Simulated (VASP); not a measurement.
The system is SrTiO3.

```
CELL_PARAMETERS angstrom
3.92584 0.00000 0.00000
0.00000 3.92584 0.00000
0.00000 0.00000 3.98844
ATOMIC_POSITIONS crystal
Sr 0.50000 0.50000 0.50816
Ti 0.00000 0.00000 0.01026
O 0.50000 0.00000 0.97533
O 0.00000 0.50000 0.97533
O 0.00000 0.00000 0.47491
```

Base run:

```yaml
Program: VASP 6.6.1
Functional: PBEsol
Potentials_or_basis: VASP PAW PBE potentials, release 64 (Sr_sv, Ti_sv, O)
Cutoff: 520 eV
k_mesh: 8 × 8 × 8
Occupations: gaussian, width 0.02 eV
Spin: no spin polarisation
```

Its results: band gap on the k mesh 1.80 eV, indirect (least direct gap 2.37 eV); pressure -5.3 GPa; largest force 0.025 eV/Å.

The run is repeated on the same cell with these changes: functional from PBEsol to r2SCAN; further incar settings from ALGO = Normal; EDIFF = 1e-06; NBANDS = 28 to ALGO = Normal; EDIFF = 1e-07; NBANDS = 28. What comes out?

Band gap on the k mesh 2.27 eV, indirect (least direct gap 2.85 eV); pressure -3.2 GPa; largest force 0.106 eV/Å.

Caveats: the PAW data sets were made with another functional, which shifts forces and pressure a little.

A k mesh can miss the band edges.
